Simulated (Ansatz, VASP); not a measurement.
# Two plane-wave programs on BN

Contents of INCAR:

```
SYSTEM = BN
  PREC = Accurate
  ENCUT = 600
  EDIFF = 1E-6
  ISMEAR = 0
  SIGMA = 0.01
  LREAL = .FALSE.
  LASPH = .TRUE.
  NELM = 120
  ALGO = Normal
  ISIF = 2
  LWAVE = .FALSE.
  LCHARG = .FALSE.
  GGA = CA
  NBANDS = 16
  GGA_COMPAT = .FALSE.
```

Contents of KPOINTS:

```
Automatic mesh
0
G
  9 9 3
  0 0 0
```

Contents of POSCAR:

```
BN
1.0
    2.4982400000      0.0000000000      0.0000000000
   -1.2491200000      2.1635390000      0.0000000000
    0.0000000000      0.0000000000      6.6357000000
B N
2 2
Direct
    0.3333333333      0.6666666667      0.2500000000
    0.6666666667      0.3333333333      0.7500000000
    0.3333333333      0.6666666667      0.7500000000
    0.6666666667      0.3333333333      0.2500000000
```

Input for Ansatz:

```yaml
crystal:
  lattice:
    - [2.49824, 0.0, 0.0]
    - [-1.24912, 2.163539, 0.0]
    - [0.0, 0.0, 6.6357]
  atoms:
    - { symbol: B, position: [0.3333333333333333, 0.6666666666666666, 0.25] }
    - { symbol: B, position: [0.6666666666666666, 0.3333333333333333, 0.75] }
    - { symbol: "N", position: [0.3333333333333333, 0.6666666666666666, 0.75] }
    - { symbol: "N", position: [0.6666666666666666, 0.3333333333333333, 0.25] }
kpoints:
  mp_grid:
    grid: [9, 9, 3]
hamiltonian:
  xc: lda
scf:
  occupations:
    method: fixed
output:
  stress: true
  eigenvalues: true
```

Alike in both runs: task single point; functional LDA; k mesh 9 × 9 × 3; no spin polarisation.

```csv
,VASP,Ansatz
version,VASP 6.6.1,Ansatz 0.2.0
potentials or method,"VASP PAW LDA potentials, release 64 (B, N)","plane waves, PAW"
plane-wave cutoff (eV),600,420
occupations,"gaussian, width 0.01 eV",fixed
valence electrons in the cell,16,16
```

|  | VASP | Ansatz | Ansatz less VASP |
| --- | --- | --- | --- |
| gap on the k mesh at the Fermi level (eV) | 4.24 | 4.25 | +0.015 |
| pressure (GPa) | -2.7 | -2.9 | -0.26 |
| traceless stress, the component that is largest in VASP (GPa) | 1.86 | 2.40 | +0.536 |

LDA's correlation is that of Perdew and Zunger in VASP and of Perdew and Wang (1992) in Ansatz.
